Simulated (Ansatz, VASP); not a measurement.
## AlCu2: VASP beside Ansatz

```
Al Cu
1.0
     2.72250    0.00000    0.00000
    -1.36125    2.35775    0.00000
     0.00000    0.00000   12.24957
Al Cu
2 4
Direct
  0.33333 0.66667 0.83068
  0.33333 0.66667 0.16932
  0.33333 0.66667 0.50000
  0.66667 0.33333 0.00000
  0.66667 0.33333 0.33426
  0.66667 0.33333 0.66574
```

Alike in both runs: functional PBE; k mesh 18 × 18 × 4; occupations gaussian, width 0.1 eV; no spin polarisation.

Ansatz relaxed the structure, and its values are those at the end. VASP's run is a single point on that final structure, the one shown.

|  | VASP | Ansatz |
| --- | --- | --- |
| version | VASP 6.6.1 | Ansatz 0.2.0 |
| potentials or method | VASP PAW PBE potentials, release 64 (Al, Cu), cutoff 520 eV | scalar-relativistic, plane waves, PAW |
| valence electrons in the cell | 50 | 82 |

Ansatz gave:

| Quantity | Value |
| --- | --- |
| gap on the k mesh at the Fermi level (eV) | none |
| pressure (GPa) | 0.0 |
| rms of the force components (eV/Å) | 0.000 |

Q: Estimate VASP's values.

A: gap on the k mesh at the Fermi level (eV): none; pressure (GPa): 0.4; rms of the force components (eV/Å): 0.004.

A gap of «none» marks a metal or a gap that the smearing closes. VASP's potentials hold 50 valence electrons a cell and Ansatz's 82, so a difference there can come from the potentials and not from the codes.
